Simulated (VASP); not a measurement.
Crystal: HfB2.

```
CELL_PARAMETERS angstrom
3.14000 0.00000 0.00000
-1.57000 2.71932 0.00000
0.00000 0.00000 3.48000
ATOMIC_POSITIONS crystal
Hf 0.00000 0.00000 0.00000
B 0.33333 0.66667 0.50000
B 0.66667 0.33333 0.50000
```

Base run:

| Item | Value |
| --- | --- |
| Program | VASP 6.6.1 |
| Functional | PBEsol |
| Potentials or basis | VASP PAW PBE potentials, release 64 (Hf_pv, B) |
| Cutoff | 560 eV |
| k mesh | 7 × 7 × 5, shifted |
| Occupations | fermi-dirac, width 0.2 eV |
| Spin | no spin polarisation |

Its results: band gap on the k mesh zero (bands 8 and 9 overlap by 0.59 eV); pressure -4.3 GPa; largest force 0.022 eV/Å.

The run is repeated on the same cell with these changes: functional from PBEsol to BLYP. What comes out?

Band gap on the k mesh zero (bands 8 and 9 overlap by 0.53 eV); pressure 8.2 GPa; largest force 0.022 eV/Å.

BLYP binds less tightly than PBEsol, so the same cell stands under more pressure.

Caveats: the PAW data sets were made with another functional, which shifts forces and pressure a little; spin-orbit coupling is left out, which moves the levels of the heavy elements; the cell stands under tension (at least some runs); the cell stands under pressure (at least some runs).
